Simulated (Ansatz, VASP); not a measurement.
# Two plane-wave programs on GaN

File INCAR:

```
SYSTEM = GaN
PREC     = Accurate       ! precision mode
ENCUT    = 520            ! plane-wave cutoff, eV
EDIFF    = 1E-6           ! SCF threshold, eV
ISMEAR   = -1             ! smearing method
SIGMA    = 0.05           ! smearing width, eV
LREAL    = .FALSE.        ! projectors in reciprocal space
LASPH    = .TRUE.         ! aspherical terms in the spheres
NELM     = 80             ! most SCF steps
ALGO     = Normal         ! electronic algorithm
ISIF     = 2              ! what is computed and relaxed
LWAVE    = .FALSE.        ! write WAVECAR
LCHARG   = .FALSE.        ! write CHGCAR
GGA      = RE             ! functional
IVDW     = 12             ! dispersion correction
NBANDS   = 16             ! bands
```

Contents of KPOINTS:

```
regular mesh
0
G
  10 10 10
  0 0 0
```

File POSCAR:

```
GaN
1.0
    0.0000000000      2.2976981147      2.2976981147
    2.2976981147      0.0000000000      2.2976981147
    2.2976981147      2.2976981147      0.0000000000
Ga N
1 1
Direct
    0.0000000000      0.0000000000      0.0000000000
    0.2500000000      0.2500000000      0.2500000000
```

Contents of input.yaml:

```yaml
crystal:
  lattice:
    - [0.0, 2.2976981147, 2.2976981147]
    - [2.2976981147, 0.0, 2.2976981147]
    - [2.2976981147, 2.2976981147, 0.0]
  atoms:
    - { symbol: Ga, position: [0.0, 0.0, 0.0] }
    - { symbol: "N", position: [0.25, 0.25, 0.25] }
hamiltonian:
  xc: revpbe
  pseudopotentials: { kind: paw }
  dispersion: d3bj
kpoints:
  mp_grid: { grid: [10, 10, 10] }
scf:
  occupations: { method: fermi_dirac, width: 0.05 }
output:
  forces: true
  stress: true
  eigenvalues: true
```

Alike in both runs: task single point; functional revPBE; dispersion D3(BJ); k mesh 10 × 10 × 10; occupations fermi-dirac, width 0.05 eV; no spin polarisation.

|  | VASP | Ansatz |
| --- | --- | --- |
| version | VASP 6.6.1 | Ansatz 0.2.0 |
| potentials or method | VASP PAW PBE potentials, release 64 (Ga_d, N) | Ansatz PAW |
| plane-wave cutoff (eV) | 520 | 420 |
| valence electrons in the cell | 18 | 18 |

```tsv
	VASP	Ansatz	Ansatz less VASP
gap on the k mesh at the Fermi level (eV)	1.39	1.37	-0.016
least direct gap on the mesh (eV)	1.39	1.37	-0.016
pressure (GPa)	-8.8	-8.7	+0.01
```

VASP's potentials were made for PBE, not for revPBE.
